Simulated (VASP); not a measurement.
# Er5C (P-62m) in VASP: further runs

The runs below take Er5C through relaxation of cell and atoms, single point, with PBE.

All numbers are computed with VASP 6.6.1; they aren't measurements. Logs are shortened: lines on timing, memory, paths and dates and some standing lists are left out, and cuts for length are marked.

### Step 1. The cell of the first run

Symmetry: P-62m, No. 189, hexagonal system. Conventional cell: a = 7.315 Å, b = 7.315 Å, c = 3.570 Å, α = 90.00°, β = 90.00°, γ = 120.00°. Er (site symmetry m2m) has 2 C at 2.52 Å and 6 Er at 3.09 to 3.34 Å within 3.4 Å. Er (site symmetry -6) has 11 Er at 3.34 to 4.22 Å and 3 C at 4.22 Å within 4.4 Å. C (site symmetry -62m) has 6 Er at 2.52 Å within 3.3 Å.

The cell was generated, and may not be a known phase.

### Step 2. Relaxation of cell and atoms, PBE

INCAR reads:

```
SYSTEM = Er5C
  PREC = Accurate
  ENCUT = 600
  EDIFF = 1E-7
  ISMEAR = 0
  SIGMA = 0.1
  LREAL = .False.
  LASPH = .True.
  NELM = 200
  ALGO = Normal
  ISIF = 3
  LWAVE = .False.
  LCHARG = .False.
  GGA = PE
  IBRION = 2
  NSW = 90
  EDIFFG = -0.04
  GGA_COMPAT = .False.
  NELMIN = 4
  LMAXMIX = 6
```

KPOINTS reads:

```
Automatic mesh
0
Gamma
  3 3 6
  0 0 0
```

POSCAR reads:

```
Er5C
1.0
    7.3150125459      0.0000000000      0.0000000000
   -3.6575062730      6.3349866938      0.0000000000
    0.0000000000      0.0000000000      3.5701962952
Er C
5 1
Direct
    0.2436056184      0.0000000000      0.5000000000
    0.7563943816      0.7563943816      0.5000000000
    0.0000000000      0.2436056184      0.5000000000
    0.3333333333      0.6666666667      0.0000000000
    0.6666666667      0.3333333333      0.0000000000
    0.0000000000      0.0000000000      0.0000000000
```

Potentials or basis: VASP PAW PBE potentials, release 64 (Er_3, C), 4f in core.

The run is started by

```console
> cat potpaw_PBE.64/Er_3/POTCAR potpaw_PBE.64/C/POTCAR > POTCAR
> mpirun -np 1 vasp_std > vasp.out
```

OUTCAR:

```text
SYSTEM = Er5C
   PREC = Accurate
   ENCUT = 600
   EDIFF = 1E-7
   ISMEAR = 0
   LREAL = .False.
   LASPH = .True.
   NELM = 200
   ISIF = 3
   GGA = PE
   IBRION = 2
   NSW = 90
   EDIFFG = -0.04
   NELMIN = 4

 ion  position               nearest neighbor table
   1  0.244  0.000  0.500-   6 2.52   6 2.52   2 3.09   3 3.09   4 3.34   4 3.34   5 3.34   5 3.34

   2  0.756  0.756  0.500-   6 2.52   6 2.52   1 3.09   3 3.09   4 3.34   4 3.34   5 3.34   5 3.34

   3  0.000  0.244  0.500-   6 2.52   6 2.52   1 3.09   2 3.09   5 3.34   5 3.34   4 3.34   4 3.34

   4  0.333  0.667  0.000-   1 3.34   1 3.34   3 3.34   3 3.34   2 3.34   2 3.34
   5  0.667  0.333  0.000-   3 3.34   3 3.34   1 3.34   1 3.34   2 3.34   2 3.34
   6  0.000  0.000  0.000-   1 2.52   1 2.52   2 2.52   2 2.52   3 2.52   3 2.52

  LATTYP: Found a hexagonal cell.
 ALAT       =     7.3150125459
 C/A-ratio  =     0.4880642751

  Lattice vectors:

 A1 = (   7.3150125459,   0.0000000000,   0.0000000000)
 A2 = (  -3.6575062730,   6.3349866938,   0.0000000000)
 A3 = (   0.0000000000,   0.0000000000,   3.5701962952)

Analysis of symmetry for initial positions (statically):
=====================================================================
 Subroutine PRICEL returns:
 Original cell was already a primitive cell.

 Routine SETGRP: Setting up the symmetry group for a
 hexagonal supercell.

 Subroutine GETGRP returns: Found 12 space group operations
 (whereof 12 operations were pure point group operations)
 out of a pool of 24 trial point group operations.

The static configuration has the point symmetry D_3h.

Analysis of symmetry for dynamics (positions and initial velocities):
=====================================================================
 Subroutine PRICEL returns:
 Original cell was already a primitive cell.

 Routine SETGRP: Setting up the symmetry group for a
 hexagonal supercell.

 Subroutine GETGRP returns: Found 12 space group operations
 (whereof 12 operations were pure point group operations)
 out of a pool of 24 trial point group operations.

The dynamic configuration has the point symmetry D_3h.

 Subroutine INISYM returns: Found 12 space group operations
 (whereof 12 operations are pure point group operations),
 and found     1 'primitive' translations

----------------------------------------------------------------------------------------

                                     Primitive cell
[... 75 lines left out ...]
   NGXF,Y,Z  is equivalent  to a cutoff of  27.27, 27.27, 27.94 a.u.
 SYSTEM =  Er5C
   PREC   = accura    normal or accurate (medium, high low for compatibility)
   ISTART =      0    job   : 0-new  1-cont  2-samecut
   ICHARG =      2    charge: 1-file 2-atom 10-const
   ISPIN  =      1    spin polarized calculation?
   LNONCOLLINEAR =      F non collinear calculations
   LSORBIT =      F    spin-orbit coupling
   LASPH  =      T    aspherical Exc in radial PAW
   ENCUT  =  600.0 eV  44.10 Ry    6.64 a.u.  14.61 14.61  7.13*2*pi/ulx,y,z
   NELM   =    200;   NELMIN=  4; NELMDL= -5     # of ELM steps
   EDIFF  = 0.1E-06   stopping-criterion for ELM
   LREAL  =      F    real-space projection
   EDIFFG = -.4E-01   stopping-criterion for IOM
   NSW    =     90    number of steps for IOM
   IBRION =      2    ionic relax: 0-MD 1-quasi-New 2-CG
   NFREE  =      1    steps in history (QN), initial steepest desc. (CG)
   ISIF   =      3    stress and relaxation
   ISYM   =      2    0-nonsym 1-usesym 2-fastsym
   POTIM  = 0.5000    time-step for ionic-motion
   TEBEG  =    0.0;   TEEND  =   0.0 temperature during run
   PSTRESS=    0.0 pullay stress
   NELECT =      49.0000    total number of electrons
   NUPDOWN=      -1.0000    fix difference up-down
   EMIN   =  10.00;   EMAX   =-10.00  energy-range for DOS
   EFERMI =   0.00;   METHOD = LEGACY
   ISMEAR =     0;   SIGMA  =   0.10  broadening in eV -4-tet -1-fermi 0-gaus
   EFERMI_NEDOS =   21; number of points for ismear=-14 and -15
   IALGO  =     38    algorithm
   IMIX   =      4    mixing-type and parameters
     AMIX     =   0.40;   BMIX     =  1.00
     AMIX_MAG =   1.60;   BMIX_MAG =  1.00
  volume/ion in A,a.u.               =      27.57       186.08
  Fermi-wavevector in a.u.,A,eV,Ry     =   1.091246  2.062155 16.202053  1.190817
  Thomas-Fermi vector in A             =   2.227487
   LORBIT       =      0    0 simple, 1 ext, 2 COOP (PROOUT), +10 PAW based schemes
   GGA     = PE    functional components
   LHFCALC =     F    Hartree Fock is set to
   AEXX    =    0.0000 exact exchange contribution
   IVDW    =     0    specifies the selected vdW correction
   LEPSILON=     F    determine dielectric tensor
   LRPA    =     F    only Hartree local field effects (RPA)
 conjugate gradient relaxation of ions
 non-spin polarized calculation
 Gauss-broadening in eV      SIGMA  =   0.10
  energy-cutoff  :      600.00
  volume of cell :      165.44
 maximum number of plane-waves:      5558
 NGX is ok and might be reduce to    60
   NGX = 29   NGY = 29   NGZ = 15

--------------------------------------- Ionic step        1  -------------------------------------------

 number of electron      48.9999996 magnetization

 Free energy of the ion-electron system (eV)
  ---------------------------------------------------
  ext. energy  EPLUGINS =         0.00000000
  ---------------------------------------------------
  free energy    TOTEN  =       -29.37425472 eV

  energy without entropy =      -29.33345428  energy(sigma->0) =      -29.35385450

------------------------ aborting loop because EDIFF is reached ----------------------------------------

  FORCE on cell =-STRESS in cart. coord.  units (eV):
  Direction    XX          YY          ZZ          XY          YZ          ZX
  --------------------------------------------------------------------------------------
  -------------------------------------------------------------------------------------
  Total        0.8494298      0.8494298     -0.8176768     -0.0000000     -0.0000000      0.0000000
  in kB        8.2259336      8.2259336     -7.9184352     -0.0000000     -0.0000000      0.0000000
  external PRESSURE =       2.8444774 kB  Pullay stress =       0.0000000 kB
[... 227 lines left out ...]
--------------------------------------- Ionic step        7  -------------------------------------------

 number of electron      49.0000000 magnetization

 Free energy of the ion-electron system (eV)
  ---------------------------------------------------
  ext. energy  EPLUGINS =         0.00000000
  ---------------------------------------------------
  free energy    TOTEN  =       -29.40691314 eV

  energy without entropy =      -29.36309632  energy(sigma->0) =      -29.38500473

 E-fermi :   2.7883     XC(G=0):  -9.6093

 val. band max:        2.7702909391   @ k =   0.3333  -0.0000   0.1667
 cond. band min:       2.7976455173   @ k =   0.0000   0.0000   0.5000
 fundamental gap:      0.0273545782
 Fermi energy:         2.7882556360

 k-point     1 :       0.0000    0.0000    0.0000
  band No.  band energies     occupation
      1     -22.4286      2.00000
      2     -22.4286      2.00000
      3     -22.3055      2.00000
      4     -22.3055      2.00000
      5     -22.2958      2.00000
      6     -22.0110      2.00000
[... 406 lines left out ...]
  FREE ENERGIE OF THE ION-ELECTRON SYSTEM (eV)
  ---------------------------------------------------
  free  energy   TOTEN  =       -29.4069131426 eV

  energy  without entropy=      -29.3630963184  energy(sigma->0) =      -29.38500473

 reached required accuracy - stopping structural energy minimisation
```

OSZICAR:

```text
N       E                     dE             d eps       ncg     rms          rms(c)
DAV:   1     0.438732720762E+03    0.43873E+03   -0.21455E+04  1151   0.182E+03
DAV:   2     0.187901360672E+02   -0.41994E+03   -0.41446E+03  1126   0.126E+03
DAV:   3    -0.248932894000E+02   -0.43683E+02   -0.41221E+02  1196   0.307E+02
DAV:   4    -0.317287937099E+02   -0.68355E+01   -0.62349E+01  1216   0.773E+01
[... 89 lines left out ...]
DAV:   6    -0.294069125805E+02   -0.55082E-05   -0.18614E-05  1184   0.442E-02    0.105E-02
DAV:   7    -0.294069137122E+02   -0.11317E-05   -0.40946E-06  1056   0.209E-02    0.261E-03
DAV:   8    -0.294069134909E+02    0.22130E-06   -0.77792E-07   760   0.852E-03    0.147E-03
DAV:   9    -0.294069131374E+02    0.35349E-06   -0.98081E-08   552   0.696E-03    0.266E-04
DAV:  10    -0.294069131426E+02   -0.52560E-08   -0.57511E-08   528   0.581E-03
   7 F= -.29406913E+02 E0= -.29385005E+02  d E =-.276629E-02
```

CONTCAR:

```text
Er5C
   1.00000000000000
     7.5295570912942713   -0.0000000000017167    0.0000000000000000
    -3.7647785457000889    6.5207877203600066   -0.0000000000000000
     0.0000000000000000   -0.0000000000000000    3.4749788858631487
  Er              C
     5     1
Direct
     0.2390071182312385    0.9999999999999999    0.5000000000000000
     0.7609928817687615    0.7609928817687615    0.5000000000000000
     0.0000000000000000    0.2390071182312387    0.5000000000000000
     0.3333333332999970    0.6666666667000030    0.0000000000000000
     0.6666666667000030    0.3333333332999970    0.0000000000000000
     0.0000000000000000    0.0000000000000000    0.0000000000000000

  0.00000000E+00  0.00000000E+00  0.00000000E+00
  0.00000000E+00  0.00000000E+00  0.00000000E+00
  0.00000000E+00  0.00000000E+00  0.00000000E+00
  0.00000000E+00  0.00000000E+00  0.00000000E+00
  0.00000000E+00  0.00000000E+00  0.00000000E+00
  0.00000000E+00  0.00000000E+00  0.00000000E+00
```

Run time: 9.8 min. Hardware: 1 thread of Intel Xeon Platinum 8488C (Sapphire Rapids), shared host; peak memory 0.36 GiB.

Results:

```yaml
Free_energy: -29.4069 eV
Relaxed_volume: 28.44 Å³/atom
Relaxed_cell: a = 7.530 Å, b = 7.530 Å, c = 3.475 Å, α = 90.00°, β = 90.00°, γ = 120.00°
Space_group_after_relaxing_to_0.1_Å: P-62m (No. 189)
Energy_gained_by_relaxing: 5.4 meV/atom
Ionic_steps: 7
Pressure_after_relaxing: 0.0 GPa
Largest_force_after_relaxing: 0.005 eV/Å
Band_gap_on_the_k_mesh: zero (an odd number of electrons rules out a gap without spin polarisation)
```

Forces in eV/Å, atoms in the order of the input:
```
Er  -0.005  0.000  0.000
Er   0.003  0.004  0.000
Er   0.003 -0.004  0.000
Er   0.000  0.000  0.000
Er   0.000  0.000  0.000
C    0.000  0.000  0.000
```

The path:
```tsv
step	energy change (eV)	largest force (eV/Å)	pressure (GPa)	volume (Å³)
1	0.0000	0.0406	0.28	165.44
2	-0.0126	0.1102	0.08	166.61
3	-0.0163	0.2513	-0.09	167.72
4	-0.0253	0.1557	0.11	168.07
5	-0.0299	0.0251	0.42	168.51
6	-0.0322	0.0033	-0.19	171.45
7	-0.0327	0.0051	-0.02	170.62
```

Final structure:
```
Er C
1.0
     7.52956    0.00000    0.00000
    -3.76478    6.52079    0.00000
     0.00000    0.00000    3.47498
Er C
5 1
Direct
  0.23901 0.00000 0.50000
  0.76099 0.76099 0.50000
  0.00000 0.23901 0.50000
  0.33333 0.66667 0.00000
  0.66667 0.33333 0.00000
  0.00000 0.00000 0.00000
```

Caveat: spin-orbit coupling is left out, which moves the levels of the heavy elements; the 4f electrons are frozen in the core, so they carry no moment and show no levels. Spin polarisation is off, so any magnetic state and its effect on volume and gap are missing.

### Step 3. Single point, PBE

This run uses another cell than the first one, of 28.20 Å³/atom.

INCAR reads:

```
SYSTEM = Er5C
ALGO = Normal
EDIFF = 1E-6
ENCUT = 600
GGA = PE
GGA_COMPAT = .FALSE.
ISIF = 2
ISMEAR = 0
LASPH = .TRUE.
LCHARG = .FALSE.
LMAXMIX = 6
LREAL = .FALSE.
LWAVE = .FALSE.
NBANDS = 34
NELM = 200
PREC = Accurate
SIGMA = 0.1
```

KPOINTS reads:

```
k-points
0
G
  6 6 12
  0 0 0
```

POSCAR reads:

```
Er5C
1.0
    7.4949899641      0.0000000000      0.0000000000
   -3.7474949821      6.4908517100      0.0000000000
    0.0000000000      0.0000000000      3.4785802490
Er C
5 1
Direct
    0.2393278177      0.0000000000      0.5000000000
    0.7606721823      0.7606721823      0.5000000000
    0.0000000000      0.2393278177      0.5000000000
    0.3333333333      0.6666666667      0.0000000000
    0.6666666667      0.3333333333      0.0000000000
    0.0000000000      0.0000000000      0.0000000000
```

Potentials or basis: VASP PAW PBE potentials, release 64 (Er_3, C), 4f in core.

The run is started by

```console
> cat potpaw_PBE.64/Er_3/POTCAR potpaw_PBE.64/C/POTCAR > POTCAR
> mpirun -np 1 vasp_std > vasp.out
```

Run time: 5.6 min. Hardware: 1 thread of Intel Xeon Platinum 8488C (Sapphire Rapids), shared host; peak memory 0.47 GiB.

The run converged. Its results:

| Quantity | Value |
| --- | --- |
| Free energy | -29.3794 eV |
| Pressure | 0.4 GPa |
| Largest force | 0.027 eV/Å |
| Band gap on the k mesh | zero (an odd number of electrons rules out a gap without spin polarisation) |

Forces on the atoms (eV/Å):
```
Er   0.027  0.000  0.000
Er  -0.013 -0.023  0.000
Er  -0.013  0.023  0.000
Er   0.000  0.000  0.000
Er   0.000  0.000  0.000
C    0.000  0.000  0.000
```

Stress tensor (GPa, compression positive):
```
0.37 0.00 0.00
0.00 0.37 0.00
0.00 0.00 0.52
```

Levels at points of the mesh, in eV from the Fermi level:
| k point | band 22 | band 23 | band 24 | band 25 | band 26 | band 27 |
| --- | --- | --- | --- | --- | --- | --- |
| (0.00, 0.00, 0.00) | -0.96 | -0.96 | -0.91 | 0.48 | 0.48 | 1.01 |
| (0.50, 0.00, 0.00) | -1.63 | -0.84 | -0.57 | 0.30 | 0.36 | 0.62 |
| (0.00, 0.00, 0.50) | -0.85 | -0.75 | -0.06 | -0.06 | 0.00 | 0.00 |
| (0.50, 0.00, 0.50) | -0.86 | -0.79 | -0.35 | 0.00 | 0.28 | 0.37 |

Caveat: spin-orbit coupling is left out, which moves the levels of the heavy elements; the 4f electrons are frozen in the core, so they carry no moment and show no levels. Spin polarisation is off, so any magnetic state and its effect on volume and gap are missing.

The gap in the log of VASP goes by the Fermi energy; the results here count the filled bands.